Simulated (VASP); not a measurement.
Wanted: the native input for a VASP 6.6.1 run.

* Task: single point
* Functional: PBE
* Potentials or basis: VASP PAW PBE potentials, release 64 (Li_sv, Cl)
* Cutoff: 520 eV
* k mesh: 8 × 8 × 8
* Occupations: fermi-dirac, width 0.02 eV
* Spin: no spin polarisation
* Dipole correction: no
* Further INCAR settings: ALGO = Normal; EDIFF = 1e-07; NBANDS = 12

The structure of LiCl lies in POSCAR:

```
LiCl
1.0
    0.0639531955      2.7437014098      2.7437014098
    2.7437014098      0.0639531955      2.7437014098
    2.7437014098      2.7437014098      0.0639531955
Li Cl
1 1
Direct
    0.0023726868      0.0023726868      0.0023726868
    0.2476273132      0.2476273132      0.2476273132
```

This cell differs from its parent crystal: epitaxial 111 strain -1.9%.

One way to write it, as run:

INCAR

```
SYSTEM = LiCl
PREC = Accurate ; ENCUT = 520
EDIFF = 1E-7 ; ISMEAR = -1
SIGMA = 0.02 ; LREAL = .False.
LASPH = .True. ; NELM = 100
ALGO = Normal ; ISIF = 2
LWAVE = .False. ; LCHARG = .True.
GGA = PE ; LELF = .True.
LVHAR = .True. ; NBANDS = 12
```

KPOINTS

```
Automatic mesh
0
Gamma
  8 8 8
  0 0 0
```

Potentials or basis: VASP PAW PBE potentials, release 64 (Li_sv, Cl).

Command:

```sh
$ cat potpaw_PBE.64/Li_sv/POTCAR potpaw_PBE.64/Cl/POTCAR > POTCAR
$ mpirun -np 1 vasp_std > vasp.out
```

Results of the run:

```yaml
Largest_force: 0.005 eV/Å
Band_gap_on_the_k_mesh: 6.07 eV
```

Caveat: the cell differs from its parent crystal (epitaxial 111 strain -1.9%); the structure was generated, so it needn't be the stable form of LiCl.

Wall time 30 s on 1 thread of Intel(R) Xeon(R) Platinum 8259CL CPU @ 2.50GHz (Skylake/Cascade Lake), with other jobs on the host, peak memory 0.17 GiB.
